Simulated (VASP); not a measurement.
## ZrB: relaxation of cell and atoms with PBE

ZrB:

```
Zr B
1.0
    -1.60555    1.92654    1.93718
     1.60555   -1.92654    1.93718
     1.60555    1.92654   -1.93718
Zr B
1 1
Direct
  0.50000 0.00000 0.50000
  0.00000 0.00000 0.00000
```

```yaml
Program: VASP 6.6.1
Task: relaxation of cell and atoms
Functional: PBE
Potentials_or_basis: VASP PAW PBE potentials, release 64 (Zr_sv, B)
Cutoff: 600 eV
k_mesh: 8 × 8 × 8
Occupations: gaussian, width 0.1 eV
Spin: no spin polarisation
Dipole_correction: no
Further_INCAR_settings: ALGO = Normal; EDIFF = 1e-06; IBRION = 2; EDIFFG = -0.04; NSW = 90; ISIF = 3
```

```json
{
  "Relaxed volume": "14.76 Å³/atom",
  "Relaxed cell": "a = 3.469 Å, b = 3.469 Å, c = 3.469 Å, α = 120.23°, β = 90.05°, γ = 119.71°",
  "Space group after relaxing (to 0.05 Å)": "Fm-3m (No. 225)",
  "Energy gained by relaxing": "1254.2 meV/atom",
  "Ionic steps": "12",
  "Pressure after relaxing": "0.0 GPa"
}
```

Stress tensor (GPa, compression positive):
```
 0.17  0.00  0.00
 0.00  0.10  0.00
 0.00  0.00 -0.41
```

Step by step:
| step | energy change (eV) | largest force (eV/Å) | pressure (GPa) | volume (Å³) |
| --- | --- | --- | --- | --- |
| 1 | 0.0000 | 0.0000 | 59.77 | 23.97 |
| 2 | -1.1139 | 0.0000 | -26.00 | 41.11 |
| 3 | -2.2711 | 0.0000 | -10.06 | 31.99 |
| 4 | -2.2746 | 0.0000 | -8.95 | 31.73 |
| 5 | -2.2752 | 0.0000 | -8.22 | 31.57 |
| 6 | -2.4575 | 0.0000 | 3.96 | 28.82 |
| 7 | -2.4608 | 0.0000 | 2.16 | 29.12 |
| 8 | -2.4968 | 0.0000 | 0.57 | 29.42 |
| 9 | -2.5016 | 0.0000 | -0.11 | 29.55 |
| 10 | -2.5018 | 0.0000 | -0.24 | 29.58 |
| 11 | -2.5081 | 0.0000 | 0.01 | 29.52 |
| 12 | -2.5083 | 0.0000 | -0.05 | 29.53 |

Final structure:
```cif
data_structure
_symmetry_space_group_name_H-M 'P 1'
_symmetry_Int_Tables_number 1
_cell_length_a 3.4688
_cell_length_b 3.4688
_cell_length_c 3.4688
_cell_angle_alpha 120.225
_cell_angle_beta 90.054
_cell_angle_gamma 119.713
_cell_volume 29.53
loop_
_atom_site_label
_atom_site_type_symbol
_atom_site_fract_x
_atom_site_fract_y
_atom_site_fract_z
_atom_site_occupancy
Zr1 Zr 0.50000 0.00000 0.50000 1
B1 B 0.00000 0.00000 0.00000 1
```

Levels at points of the mesh, in eV from the Fermi level:
| k point | band 4 | band 5 | band 6 | band 7 | band 8 | band 9 | band 10 | band 11 |
| --- | --- | --- | --- | --- | --- | --- | --- | --- |
| (0.00, 0.00, 0.00) | -25.34 | -8.06 | 1.67 | 1.72 | 1.76 | 3.11 | 3.37 | 3.43 |
| (0.50, 0.00, 0.00) | -25.40 | -4.23 | -3.83 | -1.18 | -1.13 | 4.73 | 4.79 | 6.02 |
| (0.00, 0.50, 0.00) | -25.53 | -6.12 | -0.82 | -0.80 | 2.02 | 2.02 | 4.51 | 5.68 |
| (0.50, 0.50, 0.00) | -25.40 | -4.19 | -3.82 | -1.23 | -1.17 | 4.76 | 4.81 | 6.06 |
| (0.50, 0.50, 0.50) | -25.53 | -6.12 | -0.81 | -0.80 | 1.97 | 2.06 | 4.51 | 5.68 |

Run time: 7.4 min on 1 thread of Intel Xeon 6975P-C, on a shared host, peak memory 0.19 GiB.

Caveat: the volume moved by over 15 % at a fixed basis, so the end points are rough.
